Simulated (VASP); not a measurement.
NiPt2:

```
CELL_PARAMETERS angstrom
4.49299 0.00000 0.00000
0.00000 4.49299 0.00000
0.00000 0.00000 4.49299
ATOMIC_POSITIONS crystal
Ni 0.00000 0.00000 0.00000
Ni 0.50000 0.50000 0.50000
Pt 0.25000 0.25000 0.25000
Pt 0.25000 0.75000 0.75000
Pt 0.75000 0.75000 0.25000
Pt 0.75000 0.25000 0.75000
```

```yaml
Program: VASP 6.6.1
Task: relaxation of cell and atoms
Functional: r2SCAN
Potentials_or_basis: VASP PAW PBE potentials, release 64 (Ni, Pt)
Cutoff: 600 eV
k_mesh: 4 × 4 × 4
Occupations: gaussian, width 0.1 eV
Spin: no spin polarisation
```

At the start: pressure 86.6 GPa; volume 15.12 Å³/atom.

Q: Where does the relaxation end?

A: Over 5 steps the energy falls by 1276.6 meV/atom and the volume is 21.85 Å³/atom (+44.6 %); space group Pn-3m (No. 224, to 0.1 Å) before and after.

The path:
| step | energy change (eV) | largest force (eV/Å) | pressure (GPa) | volume (Å³) |
| --- | --- | --- | --- | --- |
| 1 | 0.0000 | 0.0000 | 86.59 | 90.70 |
| 2 | 0.5527 | 0.0000 | -11.87 | 245.77 |
| 3 | -7.5294 | 0.0000 | -4.84 | 139.52 |
| 4 | -7.6303 | 0.0000 | -2.46 | 135.13 |
| 5 | -7.6598 | 0.0000 | 0.18 | 131.12 |

Final structure:
```xyz
6
Lattice="5.0803 0.0000 0.0000 0.0000 5.0803 0.0000 0.0000 0.0000 5.0803" Properties=species:S:1:pos:R:3 pbc="T T T"
Ni    0.0000    0.0000    0.0000
Ni    2.5402    2.5402    2.5402
Pt    1.2701    1.2701    1.2701
Pt    1.2701    3.8103    3.8103
Pt    3.8103    3.8103    1.2701
Pt    3.8103    1.2701    3.8103
```

Caveat: the volume moved by over 15 % at a fixed basis, so the end points are rough; the PAW data sets were made with another functional, which shifts forces and pressure a little.
